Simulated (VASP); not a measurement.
Set up this calculation in VASP 6.6.1, as the native input.

- Task: relaxation of cell and atoms
- Functional: revPBE
- Potentials or basis: VASP PAW PBE potentials, release 64 (Co, Ti_sv)
- Cutoff: 600 eV
- k mesh: 9 × 9 × 9
- Occupations: fermi-dirac, width 0.05 eV
- Spin: collinear spin, ferromagnetic start
- Starting moments: [2.0, 1.0] μB
- Dipole correction: no
- Further INCAR settings: ALGO = Normal; EDIFF = 1e-07; IBRION = 2; EDIFFG = -0.01; NSW = 60; ISIF = 3

The structure of TiCo lies in POSCAR:

```
TiCo
1.0
    2.9861109900      0.0000000000      0.0000000000
    0.0000000000      2.9861109900      0.0000000000
    0.0000000000      0.0000000000      2.9861109900
Co Ti
1 1
Direct
    0.5000000000      0.5000000000      0.5000000000
    0.0000000000      0.0000000000      0.0000000000
```

One way to write it, as run:

INCAR

```
SYSTEM = TiCo
PREC     = Accurate       ! precision mode
ENCUT    = 600            ! plane-wave cutoff, eV
EDIFF    = 1E-7           ! SCF threshold, eV
ISMEAR   = -1             ! smearing method
SIGMA    = 0.05           ! smearing width, eV
LREAL    = .False.        ! projectors in reciprocal space
LASPH    = .True.         ! aspherical terms in the spheres
NELM     = 150            ! most SCF steps
ALGO     = Normal         ! electronic algorithm
ISIF     = 3              ! what is computed and relaxed
LWAVE    = .False.        ! write WAVECAR
LCHARG   = .False.        ! write CHGCAR
ISPIN    = 2              ! spin polarisation
MAGMOM   = 2 1            ! initial moments
LORBIT   = 11             ! projections on sites
LMAXMIX  = 4              ! l up to which the mixer works
GGA      = RE             ! functional
IBRION   = 2              ! ionic algorithm
NSW      = 60             ! ionic steps
EDIFFG   = -0.01          ! ionic threshold
```

KPOINTS

```
regular mesh
0
Gamma
  9 9 9
  0 0 0
```

Potentials or basis: VASP PAW PBE potentials, release 64 (Co, Ti_sv).

Command:

```bash
$ cat potpaw_PBE.64/Co/POTCAR potpaw_PBE.64/Ti_sv/POTCAR > POTCAR
$ mpirun -np 1 vasp_std > vasp.out
```

It gave:

```json
{
  "Relaxed volume": "13.50 Å³/atom",
  "Relaxed cell": "a = 3.000 Å, b = 3.000 Å, c = 3.000 Å, α = 90.00°, β = 90.00°, γ = 90.00°",
  "Space group after relaxing (to 0.05 Å)": "Pm-3m (No. 221)",
  "Energy gained by relaxing": "1.3 meV/atom",
  "Ionic steps": "3",
  "Pressure after relaxing": "0.0 GPa",
  "Net moment": "0.84 μB per cell",
  "Site moments": "Co +0.95; Ti -0.05 μB",
  "Valence electrons inside the program's atomic spheres": "Co 8.26; Ti 10.26"
}
```

Caveat: the PAW data sets were made with another functional, which shifts forces and pressure a little.

Wall time 37 s on 1 thread of Intel(R) Xeon(R) 6975P-C (Granite Rapids) (shared host), peak memory 0.17 GiB.
